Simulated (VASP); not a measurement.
# GaCo (Pm-3m) in VASP: notebook

Runs on GaCo. Level: PBEsol. Tasks: single point.

All numbers are computed with VASP 6.6.1; they aren't measurements. Logs are shortened: lines on timing, memory, paths and dates and some standing lists are left out, and cuts for length are marked.

### 1 The cell of the first run

It takes space group Pm-3m (No. 221, cubic). The conventional cell has a = 2.878 Å, b = 2.878 Å, c = 2.878 Å, α = 90.00°, β = 90.00°, γ = 90.00°. Within 3.3 Å of Ga (site symmetry m-3m) lie 8 Co at 2.49 Å and 6 Ga at 2.88 Å. Co (site symmetry m-3m) has 8 Ga at 2.49 Å and 6 Co at 2.88 Å within 3.3 Å.

### 2 Single point, PBEsol, collinear spin, zero start

Input file INCAR:

```
ALGO     = Normal         # electronic algorithm
EDIFF    = 1E-7           # SCF threshold, eV
ENCUT    = 520            # plane-wave cutoff, eV
GGA      = PS             # functional
ISIF     = 2              # what is computed and relaxed
ISMEAR   = 0              # smearing method
ISPIN    = 2              # spin polarisation
LASPH    = True           # aspherical terms in the spheres
LCHARG   = True           # write CHGCAR
LELF     = True           # ELF
LMAXMIX  = 4              # l up to which the mixer works
LORBIT   = 11             # projections on sites
LREAL    = False          # projectors in reciprocal space
LVHAR    = True         
LWAVE    = False          # write WAVECAR
MAGMOM   = 0 0            # initial moments
NBANDS   = 22             # bands
NELM     = 150            # most SCF steps
NUPDOWN  = 0.0            # fixed moment
PREC     = Accurate       # precision mode
SIGMA    = 0.05           # smearing width, eV
```

Input file KPOINTS:

```
k-points
0
Gamma
  10 10 10
```

Input file POSCAR:

```
GaCo
1.0
    2.8780000000      0.0000000000      0.0000000000
    0.0000000000      2.8780000000      0.0000000000
    0.0000000000      0.0000000000      2.8780000000
Ga Co
1 1
Direct
    0.5000000000      0.5000000000      0.5000000000
    0.0000000000      0.0000000000      0.0000000000
```

Potentials or basis: VASP PAW PBE potentials, release 64 (Ga_d, Co).

Run with:

```bash
$ cat potpaw_PBE.64/Ga_d/POTCAR potpaw_PBE.64/Co/POTCAR > POTCAR
$ mpirun -np 1 vasp_std > vasp.out
```

OUTCAR:

```text
EDIFF = 1E-7
   ENCUT = 520
   GGA = PS
   ISIF = 2
   ISMEAR = 0
   ISPIN = 2
   LASPH = True
   LORBIT = 11
   LREAL = False
   NELM = 150
   NUPDOWN = 0.0
   PREC = Accurate

 ion  position               nearest neighbor table
   1  0.500  0.500  0.500-   2 2.49   2 2.49   2 2.49   2 2.49   2 2.49   2 2.49   2 2.49   2 2.49

   2  0.000  0.000  0.000-   1 2.49   1 2.49   1 2.49   1 2.49   1 2.49   1 2.49   1 2.49   1 2.49

  LATTYP: Found a simple cubic cell.
 ALAT       =     2.8780000000

  Lattice vectors:

 A1 = (   2.8780000000,   0.0000000000,   0.0000000000)
 A2 = (   0.0000000000,   2.8780000000,   0.0000000000)
 A3 = (   0.0000000000,   0.0000000000,   2.8780000000)

Analysis of symmetry for initial positions (statically):
=====================================================================
 Subroutine PRICEL returns:
 Original cell was already a primitive cell.

 Routine SETGRP: Setting up the symmetry group for a
 simple cubic supercell.

 Subroutine GETGRP returns: Found 48 space group operations
 (whereof 48 operations were pure point group operations)
 out of a pool of 48 trial point group operations.

The static configuration has the point symmetry O_h .

Analysis of symmetry for dynamics (positions and initial velocities):
=====================================================================
 Subroutine PRICEL returns:
 Original cell was already a primitive cell.

 Routine SETGRP: Setting up the symmetry group for a
 simple cubic supercell.

 Subroutine GETGRP returns: Found 48 space group operations
 (whereof 48 operations were pure point group operations)
 out of a pool of 48 trial point group operations.

The dynamic configuration has the point symmetry O_h .

Analysis of structural, dynamic, and magnetic symmetry:
=====================================================================
 Subroutine PRICEL returns:
 Original cell was already a primitive cell.

 Routine SETGRP: Setting up the symmetry group for a
 simple cubic supercell.

 Subroutine GETGRP returns: Found 48 space group operations
 (whereof 48 operations were pure point group operations)
 out of a pool of 48 trial point group operations.

The overall configuration has the point symmetry O_h .

 Subroutine INISYM returns: Found 48 space group operations
 (whereof 48 operations are pure point group operations),
 and found     1 'primitive' translations

----------------------------------------------------------------------------------------

                                     Primitive cell

  volume of cell :      23.8381

  direct lattice vectors                    reciprocal lattice vectors
     2.878000000  0.000000000  0.000000000     0.347463516  0.000000000  0.000000000
     0.000000000  2.878000000  0.000000000     0.000000000  0.347463516  0.000000000
     0.000000000  0.000000000  2.878000000     0.000000000  0.000000000  0.347463516

  length of vectors
     2.878000000  2.878000000  2.878000000     0.347463516  0.347463516  0.347463516

  position of ions in fractional coordinates (direct lattice)
     0.500000000  0.500000000  0.500000000
     0.000000000  0.000000000  0.000000000

  ion indices of the primitive-cell ions
   primitive index   ion index
                 1           1
                 2           2

----------------------------------------------------------------------------------------

 KPOINTS: k-points

Automatic generation of k-mesh.
 Grid dimensions read from file:
 generate k-points for:   10   10   10

 Generating k-lattice:

  Cartesian coordinates                     Fractional coordinates (reciprocal lattice)
     0.034746352  0.000000000  0.000000000     0.100000000  0.000000000  0.000000000
     0.000000000  0.034746352  0.000000000     0.000000000  0.100000000  0.000000000
     0.000000000  0.000000000  0.034746352     0.000000000  0.000000000  0.100000000

  Length of vectors
     0.034746352  0.034746352  0.034746352

  Shift w.r.t. Gamma in fractional coordinates (k-lattice)
     0.000000000  0.000000000  0.000000000

 Subroutine IBZKPT returns following result:
 ===========================================

 Found     56 irreducible k-points:

 Following reciprocal coordinates:
            Coordinates               Weight
  0.000000  0.000000  0.000000      1.000000
  0.100000  0.000000  0.000000      6.000000
  0.200000  0.000000  0.000000      6.000000
  0.300000  0.000000  0.000000      6.000000
  0.400000  0.000000  0.000000      6.000000
  0.500000  0.000000  0.000000      3.000000
[... 16 lines left out ...]
  0.200000  0.100000  0.100000     24.000000
  0.300000  0.100000  0.100000     24.000000
 [... further k-points ...]
   k-points           NKPTS =     56   k-points in BZ     NKDIM =     56   number of bands    NBANDS=     22
   number of dos      NEDOS =    301   number of ions     NIONS =      2
   total plane-waves  NPLWV =  13824
   dimension x,y,z NGX =    24 NGY =   24 NGZ =   24
   dimension x,y,z NGXF=    48 NGYF=   48 NGZF=   48
   ions per type =               1   1
   NGX,Y,Z   is equivalent  to a cutoff of  13.86, 13.86, 13.86 a.u.
   NGXF,Y,Z  is equivalent  to a cutoff of  27.73, 27.73, 27.73 a.u.
 SYSTEM =  unknown system
   PREC   = accura    normal or accurate (medium, high low for compatibility)
   ISTART =      0    job   : 0-new  1-cont  2-samecut
   ICHARG =      2    charge: 1-file 2-atom 10-const
   ISPIN  =      2    spin polarized calculation?
   LNONCOLLINEAR =      F non collinear calculations
   LSORBIT =      F    spin-orbit coupling
   LASPH  =      T    aspherical Exc in radial PAW
   ENCUT  =  520.0 eV  38.22 Ry    6.18 a.u.   5.35  5.35  5.35*2*pi/ulx,y,z
   NELM   =    150;   NELMIN=  2; NELMDL= -5     # of ELM steps
   EDIFF  = 0.1E-06   stopping-criterion for ELM
   LREAL  =      F    real-space projection
   EDIFFG = 0.1E-05   stopping-criterion for IOM
   NSW    =      0    number of steps for IOM
   IBRION =     -1    ionic relax: 0-MD 1-quasi-New 2-CG
   NFREE  =      0    steps in history (QN), initial steepest desc. (CG)
   ISIF   =      2    stress and relaxation
   ISYM   =      2    0-nonsym 1-usesym 2-fastsym
   POTIM  = 0.5000    time-step for ionic-motion
   TEBEG  =    0.0;   TEEND  =   0.0 temperature during run
   PSTRESS=    0.0 pullay stress
   NELECT =      22.0000    total number of electrons
   NUPDOWN=       0.0000    fix difference up-down
   EMIN   =  10.00;   EMAX   =-10.00  energy-range for DOS
   EFERMI =   0.00;   METHOD = LEGACY
   ISMEAR =     0;   SIGMA  =   0.05  broadening in eV -4-tet -1-fermi 0-gaus
   EFERMI_NEDOS =   21; number of points for ismear=-14 and -15
   IALGO  =     38    algorithm
   IMIX   =      4    mixing-type and parameters
     AMIX     =   0.40;   BMIX     =  1.00
     AMIX_MAG =   1.60;   BMIX_MAG =  1.00
  volume/ion in A,a.u.               =      11.92        80.43
  Fermi-wavevector in a.u.,A,eV,Ry     =   1.593890  3.012015 34.565389  2.540484
  Thomas-Fermi vector in A             =   2.692049
   LORBIT       =     11    0 simple, 1 ext, 2 COOP (PROOUT), +10 PAW based schemes
   GGA     = PS    functional components
   LHFCALC =     F    Hartree Fock is set to
   AEXX    =    0.0000 exact exchange contribution
   IVDW    =     0    specifies the selected vdW correction
   LEPSILON=     F    determine dielectric tensor
   LRPA    =     F    only Hartree local field effects (RPA)
 spin polarized calculation
 Gauss-broadening in eV      SIGMA  =   0.05
  energy-cutoff  :      520.00
  volume of cell :       23.84
 maximum number of plane-waves:       656
 NGX is ok and might be reduce to    24
   NGX = 11   NGY = 11   NGZ = 11

 number of electron      22.0000018 magnetization      -0.0000000

 number of electron      22.0000018 magnetization       0.0000000

 Free energy of the ion-electron system (eV)
  ---------------------------------------------------
  ext. energy  EPLUGINS =         0.00000000
  ---------------------------------------------------
  free energy    TOTEN  =       -11.75227013 eV

  energy without entropy =      -11.75094776  energy(sigma->0) =      -11.75160894

 E-fermi :   9.6130     XC(G=0): -13.3496

 val. band max:        9.5977884512   @ k =   0.4000   0.4000   0.0000
 cond. band min:       9.6590836584   @ k =   0.5000   0.3000   0.1000
 fundamental gap:      0.0612952071
 Fermi energy:         9.6130287488

 spin component 1

 k-point     1 :       0.0000    0.0000    0.0000
  band No.  band energies     occupation
      1      -5.4823      1.00000
      2      -5.4823      1.00000
      3      -5.1330      1.00000
      4      -5.1330      1.00000
      5      -5.1330      1.00000
      6      -2.4859      1.00000
[... 14 lines left out ...]
     21      34.8752      0.00000
     22      34.8752      0.00000
[... 552 lines left out ...]
  band No.  band energies     occupation
      1      -5.4070      1.00000
      2      -5.2837      1.00000
      3      -5.2233      1.00000
      4      -5.2128      1.00000
      5      -5.1424      1.00000
      6      -0.4371      1.00000
[... 14 lines left out ...]
     21      30.7998      0.00000
     22      32.5948      0.00000

 [... further k-points ...]

 spin component 2

 k-point     1 :       0.0000    0.0000    0.0000
  band No.  band energies     occupation
      1      -5.4823      1.00000
      2      -5.4823      1.00000
      3      -5.1330      1.00000
      4      -5.1330      1.00000
      5      -5.1330      1.00000
      6      -2.4859      1.00000
[... 14 lines left out ...]
     21      34.8752      0.00000
     22      34.8752      0.00000
[... 552 lines left out ...]
  band No.  band energies     occupation
      1      -5.4070      1.00000
      2      -5.2837      1.00000
      3      -5.2233      1.00000
      4      -5.2128      1.00000
      5      -5.1424      1.00000
      6      -0.4371      1.00000
[... 14 lines left out ...]
     21      30.7998      0.00000
     22      32.5948      0.00000

 [... further k-points ...]

------------------------ aborting loop because EDIFF is reached ----------------------------------------

  FORCE on cell =-STRESS in cart. coord.  units (eV):
  Direction    XX          YY          ZZ          XY          YZ          ZX
  --------------------------------------------------------------------------------------
  -------------------------------------------------------------------------------------
  Total       -1.0726106     -1.0726106     -1.0726106      0.0000000     -0.0000000      0.0000000
  in kB      -72.0908751    -72.0908751    -72.0908751      0.0000000     -0.0000000      0.0000000
  external PRESSURE =     -72.0908751 kB  Pullay stress =       0.0000000 kB

 VOLUME and BASIS-vectors are now :
 -----------------------------------------------------------------------------
  energy-cutoff  :      520.00
  volume of cell :       23.84
      direct lattice vectors                 reciprocal lattice vectors
     2.878000000  0.000000000  0.000000000     0.347463516  0.000000000  0.000000000
     0.000000000  2.878000000  0.000000000     0.000000000  0.347463516  0.000000000
     0.000000000  0.000000000  2.878000000     0.000000000  0.000000000  0.347463516

 POSITION                                       TOTAL-FORCE (eV/Angst)
 -----------------------------------------------------------------------------------
      1.43900      1.43900      1.43900         0.000000      0.000000      0.000000
      0.00000      0.00000      0.00000         0.000000      0.000000      0.000000
 -----------------------------------------------------------------------------------
    total drift:                                0.000000      0.000000     -0.000000

  FREE ENERGIE OF THE ION-ELECTRON SYSTEM (eV)
  ---------------------------------------------------
  free  energy   TOTEN  =       -11.7522701278 eV

  energy  without entropy=      -11.7509477620  energy(sigma->0) =      -11.75160894

 total charge

# of ion       s       p       d       tot
------------------------------------------
    1        0.848   0.888  10.053  11.789
    2        0.387   0.455   7.508   8.350
--------------------------------------------------
tot          1.235   1.344  17.561  20.139

 magnetization (x)

# of ion       s       p       d       tot
------------------------------------------
    1        0.000  -0.000  -0.000  -0.000
    2        0.000   0.000   0.000   0.000
--------------------------------------------------
tot          0.000  -0.000   0.000  -0.000
```

Run time: 34 s. Hardware: 1 thread of Intel Xeon Platinum 8375C at 2.90GHz (Ice Lake), shared host; peak memory 0.18 GiB.

What came out:

| Quantity | Value |
| --- | --- |
| Free energy | -11.7523 eV |
| Pressure | -7.2 GPa |
| Net moment | 0.00 μB per cell |
| Valence electrons inside the program's atomic spheres | Ga 11.79; Co 8.35 |

Caveat: the cell stands under tension; the PAW data sets were made with another functional, which shifts forces and pressure a little; the total moment is fixed, so each spin has its own Fermi level.

### 3 Single point, PBEsol, collinear spin, ferromagnetic start

Input file INCAR:

```
SYSTEM = GaCo
PREC = Accurate ; ENCUT = 520
EDIFF = 1E-6 ; ISMEAR = 0
SIGMA = 0.05 ; LREAL = .False.
LASPH = .True. ; NELM = 150
ALGO = Normal ; ISIF = 2
LWAVE = .False. ; LCHARG = .False.
ISPIN = 2 ; MAGMOM = -0.01 0.69
LORBIT = 11 ; NUPDOWN = 0.6
LMAXMIX = 4 ; GGA = PS
NBANDS = 22
```

Input file KPOINTS:

```
regular mesh
0
Gamma
  10 10 10
  0 0 0
```

POSCAR is that of step 2.

Potentials or basis: VASP PAW PBE potentials, release 64 (Ga_d, Co).

Run with:

```bash
$ cat potpaw_PBE.64/Ga_d/POTCAR potpaw_PBE.64/Co/POTCAR > POTCAR
$ mpirun -np 1 vasp_std > vasp.out
```

Wall time 36 s (1 thread of Intel Xeon Platinum 8375C at 2.90GHz (Ice Lake), shared host); peak memory 0.18 GiB.

Results (log left out):

| Quantity | Value |
| --- | --- |
| Free energy | -11.6982 eV |
| Pressure | -5.3 GPa |
| Net moment | 0.60 μB per cell |
| Site moments | Ga -0.02; Co +0.62 μB |
| Valence electrons inside the program's atomic spheres | Ga 11.79; Co 8.35 |

Caveat: the cell stands under tension; the PAW data sets were made with another functional, which shifts forces and pressure a little; the total moment is fixed, so each spin has its own Fermi level.

### 4 Single point, PBEsol, collinear spin, ferromagnetic start

Input file INCAR:

```
SYSTEM = GaCo
  ALGO = Normal
  EDIFF = 1E-7
  ENCUT = 520
  GGA = PS
  ISIF = 2
  ISMEAR = 0
  ISPIN = 2
  LASPH = .TRUE.
  LCHARG = .FALSE.
  LMAXMIX = 4
  LORBIT = 11
  LREAL = .FALSE.
  LWAVE = .FALSE.
  MAGMOM = 0 1.31
  NBANDS = 22
  NELM = 150
  NUPDOWN = 1.2
  PREC = Accurate
  SIGMA = 0.05
```

Input file KPOINTS:

```
k-points
0
G
  10 10 10
  0 0 0
```

POSCAR is that of step 3.

Run with:

```bash
$ cat potpaw_PBE.64/Ga_d/POTCAR potpaw_PBE.64/Co/POTCAR > POTCAR
$ mpirun -np 1 vasp_std > vasp.out
```

It took 37 s on 1 thread of Intel Xeon Platinum 8375C at 2.90GHz (Ice Lake), shared host; peak memory 0.18 GiB.

Results (log left out):

- Free energy: -11.4995 eV
- Pressure: -0.9 GPa
- Net moment: 1.20 μB per cell
- Site moments: Ga -0.00; Co +1.19 μB
- Valence electrons inside the program's atomic spheres: Ga 11.81; Co 8.32

Caveat: the PAW data sets were made with another functional, which shifts forces and pressure a little; the total moment is fixed, so each spin has its own Fermi level.

(Part 1 of 2 ends here.)
